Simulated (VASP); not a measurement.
Input of a VASP 6.6.1 run:

The input INCAR:

```
SYSTEM = Rb
PREC     = Accurate       ! precision mode
ENCUT    = 520            ! plane-wave cutoff, eV
EDIFF    = 1E-6           ! SCF threshold, eV
ISMEAR   = -1             ! smearing method
SIGMA    = 0.03           ! smearing width, eV
LREAL    = .FALSE.        ! projectors in reciprocal space
LASPH    = .TRUE.         ! aspherical terms in the spheres
NELM     = 100            ! most SCF steps
ALGO     = Normal         ! electronic algorithm
ISIF     = 2              ! what is computed and relaxed
LWAVE    = .FALSE.        ! write WAVECAR
LCHARG   = .FALSE.        ! write CHGCAR
GGA      = PE             ! functional
NBANDS   = 16             ! bands
```

File KPOINTS:

```
Automatic mesh
0
G
  11 11 6
  0 0 0
```

The input POSCAR:

```
Rb
1.0
    5.1007145024      0.0000000000      0.0000000000
   -2.5503572512      4.4173483365      0.0000000000
    0.0000000000      0.0000000000      8.4465023350
Rb
2
Direct
    0.3333333333      0.6666666667      0.2500000000
    0.6666666667      0.3333333333      0.7500000000
```

Potentials or basis: VASP PAW PBE potentials, release 64 (Rb_sv).

Run with:

```bash
$ cat potpaw_PBE.64/Rb_sv/POTCAR > POTCAR
$ mpirun -np 1 vasp_std > vasp.out
```

(1) Estimate the band gap on the k mesh.

(2) What does it give for the pressure?

Results:

(1) zero (bands 9 and 10 overlap by 2.21 eV).

(2) -0.1 GPa.
